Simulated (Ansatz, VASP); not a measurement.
Rh: VASP beside Ansatz

INCAR

```
  PREC = Accurate
  ENCUT = 520
  EDIFF = 1E-7
  ISMEAR = 0
  SIGMA = 0.15
  LREAL = F
  LASPH = T
  NELM = 60
  ALGO = Fast
  ISIF = 2
  LWAVE = F
  LCHARG = F
  GGA = PS
  NBANDS = 14
```

KPOINTS

```
Automatic mesh
0
Gamma
  22 22 22
```

Contents of POSCAR:

```
Rh
1.0
    0.0000000000      1.8730267500      1.9585965000
    1.8730267500      0.0000000000      1.9585965000
    1.8730267500      1.8730267500      0.0000000000
Rh
1
Direct
    0.0000000000      0.0000000000      0.0000000000
```

Input for Ansatz:

```yaml
crystal:
  lattice:
    - [0.0, 1.87302675, 1.9585965]
    - [1.87302675, 0.0, 1.9585965]
    - [1.87302675, 1.87302675, 0.0]
  atoms:
    - { symbol: Rh, position: [0.0, 0.0, 0.0] }
basis:
  ecutwfc: 420
kpoints:
  mp_grid: { grid: [22, 22, 22] }
hamiltonian:
  xc: pbesol
scf:
  occupations: { method: gaussian, width: 0.15 }
output:
  forces: true
  stress: true
  eigenvalues: true
```

Change from the starting cell: strain -0.015 along x and y, +0.030 along z, atoms carried along.

Alike in both runs: task single point; functional PBEsol; k mesh 22 × 22 × 22; occupations gaussian, width 0.15 eV; no spin polarisation.

```csv
,VASP,Ansatz
version,VASP 6.6.1,Ansatz 0.2.0
potentials or method,"VASP PAW PBE potentials, release 64 (Rh_pv), cutoff 520 eV","scalar-relativistic, plane waves, PAW"
valence electrons in the cell,15,17
```

```csv
,VASP,Ansatz,Ansatz less VASP
gap on the k mesh at the Fermi level (eV),none,none,-
pressure (GPa),-4.6,-4.6,+0.07
"traceless stress, the component that is largest in VASP (GPa)",-7.55,-7.57,-0.019
```

VASP's potentials were made for PBE, not for PBEsol. A gap of «none» marks a metal or a gap that the smearing closes. With one functional, cell and mesh, what is left measures potentials, basis and numerics. VASP's potentials hold 15 valence electrons a cell and Ansatz's 17, so a difference there can come from the potentials and not from the codes.
